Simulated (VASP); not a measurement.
# CaSe in VASP: settings compared, part 2 of 2

VASP 6.6.1.

## 3. Single point, PBE (volume changed by +3%)

File INCAR:

```
ALGO     = Normal         # electronic algorithm
EDIFF    = 1E-7           # SCF threshold, eV
ENCUT    = 520            # plane-wave cutoff, eV
GGA      = PE             # functional
ISIF     = 2              # what is computed and relaxed
ISMEAR   = 0              # smearing method
LASPH    = True           # aspherical terms in the spheres
LCHARG   = False          # write CHGCAR
LREAL    = False          # projectors in reciprocal space
LWAVE    = False          # write WAVECAR
NBANDS   = 24             # bands
NELM     = 80             # most SCF steps
PREC     = Accurate       # precision mode
SIGMA    = 0.01           # smearing width, eV
```

File KPOINTS:

```
k-points
0
Gamma
  6 6 4
```

File POSCAR:

```
CaSe
1.0
    5.0784192270      0.0000000000      0.0000000000
   -2.5392096135      4.3980400617      0.0000000000
    0.0000000000      0.0000000000      5.9538650661
Ca Se
2 2
Direct
    0.3333333333      0.6666666667     -0.0624867206
    0.6666666667      0.3333333333      0.4375132794
    0.3333333333      0.6666666667      0.4374867206
    0.6666666667      0.3333333333      0.9374867206
```

Potentials or basis: VASP PAW PBE potentials, release 64 (Ca_sv, Se).

Launch:

```console
$ cat potpaw_PBE.64/Ca_sv/POTCAR potpaw_PBE.64/Se/POTCAR > POTCAR
$ mpirun -np 1 vasp_std > vasp.out
```

OUTCAR:

```text
EDIFF = 1E-7
   ENCUT = 520
   GGA = PE
   ISIF = 2
   ISMEAR = 0
   LASPH = True
   LREAL = False
   NELM = 80
   PREC = Accurate

 ion  position               nearest neighbor table
   1  0.333  0.667  0.938-   4 2.93   4 2.93   4 2.93   3 2.98   3 2.98
   2  0.667  0.333  0.438-   3 2.93   3 2.93   3 2.93   4 2.98   4 2.98
   3  0.333  0.667  0.437-   2 2.93   2 2.93   2 2.93   1 2.98   1 2.98
   4  0.667  0.333  0.937-   1 2.93   1 2.93   1 2.93   2 2.98   2 2.98

  LATTYP: Found a hexagonal cell.
 ALAT       =     5.0784192270
 C/A-ratio  =     1.1723855003

  Lattice vectors:

 A1 = (   5.0784192270,   0.0000000000,   0.0000000000)
 A2 = (  -2.5392096135,   4.3980400617,   0.0000000000)
 A3 = (   0.0000000000,   0.0000000000,   5.9538650661)

Analysis of symmetry for initial positions (statically):
=====================================================================
 Subroutine PRICEL returns:
 Original cell was already a primitive cell.

 Routine SETGRP: Setting up the symmetry group for a
 hexagonal supercell.

 Subroutine GETGRP returns: Found 12 space group operations
 (whereof  6 operations were pure point group operations)
 out of a pool of 24 trial point group operations.

The static configuration has the point symmetry C_3v.
 The point group associated with its full space group is C_6v.

Analysis of symmetry for dynamics (positions and initial velocities):
=====================================================================
 Subroutine PRICEL returns:
 Original cell was already a primitive cell.

 Routine SETGRP: Setting up the symmetry group for a
 hexagonal supercell.

 Subroutine GETGRP returns: Found 12 space group operations
 (whereof  6 operations were pure point group operations)
[... 117 lines left out ...]
   EFERMI =   0.00;   METHOD = LEGACY
   ISMEAR =     0;   SIGMA  =   0.01  broadening in eV -4-tet -1-fermi 0-gaus
   EFERMI_NEDOS =   21; number of points for ismear=-14 and -15
   IALGO  =     38    algorithm
   IMIX   =      4    mixing-type and parameters
     AMIX     =   0.40;   BMIX     =  1.00
     AMIX_MAG =   1.60;   BMIX_MAG =  1.00
  volume/ion in A,a.u.               =      33.25       224.35
  Fermi-wavevector in a.u.,A,eV,Ry     =   1.018269  1.924250 14.107501  1.036872
  Thomas-Fermi vector in A             =   2.151717
   LORBIT       =      0    0 simple, 1 ext, 2 COOP (PROOUT), +10 PAW based schemes
   GGA     = PE    functional components
   LHFCALC =     F    Hartree Fock is set to
   AEXX    =    0.0000 exact exchange contribution
   IVDW    =     0    specifies the selected vdW correction
   LEPSILON=     F    determine dielectric tensor
   LRPA    =     F    only Hartree local field effects (RPA)
 non-spin polarized calculation
 Gauss-broadening in eV      SIGMA  =   0.01
  energy-cutoff  :      520.00
  volume of cell :      132.98
 maximum number of plane-waves:      3607
 NGX is ok and might be reduce to    40
   NGX = 19   NGY = 19   NGZ = 23

 number of electron      31.9999997 magnetization

 Free energy of the ion-electron system (eV)
  ---------------------------------------------------
  ext. energy  EPLUGINS =         0.00000000
  ---------------------------------------------------
  free energy    TOTEN  =       -18.49455795 eV

  energy without entropy =      -18.49455795  energy(sigma->0) =      -18.49455795

 E-fermi :   1.0233     XC(G=0):  -7.8630

 val. band max:        0.9427857174   @ k =   0.0000   0.0000   0.0000
 cond. band min:       3.4349809042   @ k =   0.0000   0.0000   0.0000
 fundamental gap:      2.4921951868
 Fermi energy:         1.0232977108

 k-point     1 :       0.0000    0.0000    0.0000
  band No.  band energies     occupation
      1     -39.0753      2.00000
      2     -39.0687      2.00000
      3     -20.1113      2.00000
      4     -20.1113      2.00000
      5     -20.0997      2.00000
      6     -20.0873      2.00000
[... 556 lines left out ...]
     23       6.3808      0.00000
     24       6.3808      0.00000

------------------------ aborting loop because EDIFF is reached ----------------------------------------

  FORCE on cell =-STRESS in cart. coord.  units (eV):
  Direction    XX          YY          ZZ          XY          YZ          ZX
  --------------------------------------------------------------------------------------
  -------------------------------------------------------------------------------------
  Total       -0.7198286     -0.7198286     -0.8607456      0.0000000      0.0000000     -0.0000000
  in kB       -8.6726728     -8.6726728    -10.3704755      0.0000000      0.0000000     -0.0000000
  external PRESSURE =      -9.2386071 kB  Pullay stress =       0.0000000 kB

 VOLUME and BASIS-vectors are now :
 -----------------------------------------------------------------------------
  energy-cutoff  :      520.00
  volume of cell :      132.98
      direct lattice vectors                 reciprocal lattice vectors
     5.078419227  0.000000000  0.000000000     0.196911668  0.113687004  0.000000000
    -2.539209614  4.398040062  0.000000000     0.000000000  0.227374009  0.000000000
     0.000000000  0.000000000  5.953865066     0.000000000  0.000000000  0.167958123

 POSITION                                       TOTAL-FORCE (eV/Angst)
 -----------------------------------------------------------------------------------
     -0.00000      2.93203      5.58183         0.000000      0.000000     -0.000422
      2.53921      1.46601      2.60490        -0.000000     -0.000000     -0.000422
     -0.00000      2.93203      2.60474         0.000000     -0.000000      0.000422
      2.53921      1.46601      5.58167        -0.000000      0.000000      0.000422
 -----------------------------------------------------------------------------------
    total drift:                               -0.000000      0.000000      0.000001

  FREE ENERGIE OF THE ION-ELECTRON SYSTEM (eV)
  ---------------------------------------------------
  free  energy   TOTEN  =       -18.4945579534 eV

  energy  without entropy=      -18.4945579534  energy(sigma->0) =      -18.49455795
```

OSZICAR:

```text
N       E                     dE             d eps       ncg     rms          rms(c)
DAV:   1     0.265127870817E+03    0.26513E+03   -0.14742E+04  1008   0.119E+03
DAV:   2     0.117655334260E+01   -0.26395E+03   -0.25247E+03  1160   0.322E+02
DAV:   3    -0.179981362801E+02   -0.19175E+02   -0.19049E+02  1672   0.714E+01
DAV:   4    -0.191188011616E+02   -0.11207E+01   -0.11180E+01  1672   0.156E+01
DAV:   5    -0.191556431225E+02   -0.36842E-01   -0.36837E-01  1448   0.184E+00    0.615E+00
DAV:   6    -0.185503733585E+02    0.60527E+00   -0.11389E+00  1328   0.358E+00    0.369E+00
DAV:   7    -0.184768115796E+02    0.73562E-01   -0.52620E-01  1496   0.292E+00    0.124E+00
DAV:   8    -0.184896185304E+02   -0.12807E-01   -0.70954E-02  1336   0.144E+00    0.214E-01
DAV:   9    -0.184917213730E+02   -0.21028E-02   -0.72126E-03  1328   0.462E-01    0.157E-01
DAV:  10    -0.184944546862E+02   -0.27333E-02   -0.37322E-03  1368   0.287E-01    0.567E-02
DAV:  11    -0.184945224271E+02   -0.67741E-04   -0.94445E-04  1368   0.179E-01    0.251E-02
DAV:  12    -0.184945505324E+02   -0.28105E-04   -0.74473E-05  1552   0.407E-02    0.756E-03
DAV:  13    -0.184945539776E+02   -0.34452E-05   -0.43736E-06  1384   0.129E-02    0.251E-03
DAV:  14    -0.184945578136E+02   -0.38360E-05   -0.67416E-06  1264   0.101E-02    0.137E-03
DAV:  15    -0.184945579865E+02   -0.17299E-06   -0.17152E-07  1104   0.253E-03    0.645E-04
DAV:  16    -0.184945579534E+02    0.33176E-07   -0.25421E-08   944   0.828E-04
   1 F= -.18494558E+02 E0= -.18494558E+02  d E =-.276254E-32
```

Run time: 42 s. Hardware: 1 thread of AMD EPYC 9R45 (Zen 5), shared host; peak memory 0.25 GiB.

What came out:

```yaml
Free_energy: -18.4946 eV
Pressure: -0.9 GPa
Band_gap_on_the_k_mesh: 2.49 eV, direct
```

Levels at points of the mesh, in eV from the valence-band top:
| k point | band 13 | band 14 | band 15 | band 16 | band 17 | band 18 | band 19 | band 20 |
| --- | --- | --- | --- | --- | --- | --- | --- | --- |
| (0.00, 0.00, 0.00) | -1.47 | -0.98 | -0.98 | 0.00 | 2.49 | 3.56 | 3.56 | 4.31 |
| (0.50, 0.00, 0.00) | -1.50 | -1.38 | -0.94 | -0.48 | 3.08 | 3.29 | 3.71 | 4.45 |
| (0.00, 0.00, 0.50) | -1.31 | -1.31 | -1.31 | -1.31 | 3.69 | 3.69 | 4.89 | 4.89 |
| (0.50, 0.00, 0.50) | -1.16 | -1.16 | -0.98 | -0.98 | 3.60 | 3.60 | 4.60 | 4.60 |

 A k mesh can miss the band edges.

## 4. Single point, PBE (volume changed by +6%)

File INCAR:

```
ALGO = Normal
EDIFF = 1E-6
ENCUT = 520
GGA = PE
ISIF = 2
ISMEAR = 0
LASPH = True
LCHARG = False
LREAL = False
LWAVE = False
NBANDS = 24
NELM = 60
PREC = Accurate
SIGMA = 0.01
```

KPOINTS is that of step 3.

File POSCAR:

```
CaSe
1.0
    5.1272531769      0.0000000000      0.0000000000
   -2.5636265884      4.4403315028      0.0000000000
    0.0000000000      0.0000000000      6.0111172808
Ca Se
2 2
Direct
    0.3333333333      0.6666666667     -0.0624867206
    0.6666666667      0.3333333333      0.4375132794
    0.3333333333      0.6666666667      0.4374867206
    0.6666666667      0.3333333333      0.9374867206
```

Launch:

```console
$ cat potpaw_PBE.64/Ca_sv/POTCAR potpaw_PBE.64/Se/POTCAR > POTCAR
$ mpirun -np 1 vasp_std > vasp.out
```

It took 40 s on 1 thread of AMD EPYC 9R45 (Zen 5), shared host; peak memory 0.25 GiB.

Results (log left out):

* Free energy: -18.4615 eV
* Pressure: -1.8 GPa
* Band gap on the k mesh: 2.44 eV, direct

Stress tensor (GPa, compression positive):
```
-1.73  0.00  0.00
 0.00 -1.73  0.00
 0.00  0.00 -2.05
```

Levels at points of the mesh, in eV from the valence-band top:
| k point | band 14 | band 15 | band 16 | band 17 | band 18 | band 19 |
| --- | --- | --- | --- | --- | --- | --- |
| (0.00, 0.00, 0.00) | -0.93 | -0.93 | 0.00 | 2.44 | 3.57 | 3.57 |
| (0.50, 0.00, 0.00) | -1.34 | -0.91 | -0.45 | 3.10 | 3.30 | 3.70 |
| (0.00, 0.00, 0.50) | -1.25 | -1.25 | -1.25 | 3.64 | 3.64 | 4.84 |
| (0.50, 0.00, 0.50) | -1.11 | -0.93 | -0.93 | 3.60 | 3.60 | 4.56 |

 A k mesh can miss the band edges.

## 5. Single point, r2SCAN (volume changed by -6%)

File POSCAR:

```
CaSe
1.0
    4.9034129686      0.0000000000      0.0000000000
   -2.4517064843      4.2464801961      0.0000000000
    0.0000000000      0.0000000000      5.7557857112
Ca Se
2 2
Direct
    0.3333333333      0.6666666667     -0.0624992787
    0.6666666667      0.3333333333      0.4375007213
    0.3333333333      0.6666666667      0.4374992787
    0.6666666667      0.3333333333      0.9374992787
```

File INCAR.step1:

```
ALGO = Normal
EDIFF = 1E-4
ENCUT = 520
GGA = PE
ISMEAR = 0
LASPH = T
LCHARG = F
LREAL = F
LWAVE = T
NBANDS = 24
NELM = 80
PREC = Accurate
SIGMA = 0.01
```

File INCAR.step2:

```
ALGO = Normal
EDIFF = 1E-7
ENCUT = 520
ISIF = 2
ISMEAR = 0
ISTART = 1
LASPH = T
LCHARG = F
LMIXTAU = T
LREAL = F
LWAVE = F
METAGGA = R2SCAN
NBANDS = 24
NELM = 80
PREC = Accurate
SIGMA = 0.01
```

KPOINTS is that of step 4.

Launch:

```console
$ cat potpaw_PBE.64/Ca_sv/POTCAR potpaw_PBE.64/Se/POTCAR > POTCAR
$ cp INCAR.step1 INCAR
$ mpirun -np 1 vasp_std > vasp.out
$ cp INCAR.step2 INCAR
$ mpirun -np 1 vasp_std > vasp.out
```

Wall time 2.3 min (1 thread of AMD EPYC 9R45 (Zen 5), shared host); peak memory 0.24 GiB.

The run converged. Its results:

```
Free energy            : -51.2871 eV
Pressure               : 3.1 GPa
Band gap on the k mesh : 2.76 eV, indirect (least direct gap 3.14 eV)
```

Stress tensor (GPa, compression positive):
```
2.91 0.00 0.00
0.00 2.91 0.00
0.00 0.00 3.48
```

Levels at points of the mesh, in eV from the valence-band top:
```csv
k point,band 12,band 13,band 14,band 15,band 16,band 17,band 18,band 19,band 20,band 21
"(0.00, 0.00, 0.00)",-1.71,-1.71,-1.21,-1.21,0.00,3.14,4.05,4.05,5.02,5.74
"(0.50, 0.00, 0.00)",-1.76,-1.70,-1.55,-1.09,-0.57,3.46,3.66,4.14,5.17,5.20
"(0.00, 0.00, 0.50)",-2.09,-1.55,-1.55,-1.55,-1.55,4.32,4.32,5.64,5.64,5.64
"(0.50, 0.00, 0.50)",-2.87,-1.35,-1.35,-1.19,-1.19,4.02,4.02,5.28,5.28,5.95
```

Caveat: the PAW data sets were made with another functional, which shifts forces and pressure a little.

## 6. Summary

| level | cell | gap on the mesh (eV) | pressure (GPa) |
| --- | --- | --- | --- |
| PBE | a = 5.029, b = 5.029, c = 5.895 Å, angles 90.0, 90.0, 120.0°, 4 atoms | 2.47 | 0.1 |
| PBE | a = 5.078, b = 5.078, c = 5.954 Å, angles 90.0, 90.0, 120.0°, 4 atoms | 2.49 | -0.9 |
| PBE | a = 5.127, b = 5.127, c = 6.011 Å, angles 90.0, 90.0, 120.0°, 4 atoms | 2.44 | -1.8 |
| r2SCAN | a = 4.903, b = 4.903, c = 5.756 Å, angles 90.0, 90.0, 120.0°, 4 atoms | 2.76 | 3.1 |

Alike in all rows: task single point; potentials or basis VASP PAW PBE potentials, release 64 (Ca_sv, Se); no spin polarisation; k mesh 6 × 6 × 4; cutoff (eV) 520; smearing gaussian 0.01 eV.

Caveats: the PAW data sets were made with another functional, which shifts forces and pressure a little (some runs).

Absolute energies hang on the potentials; compare differences alone.
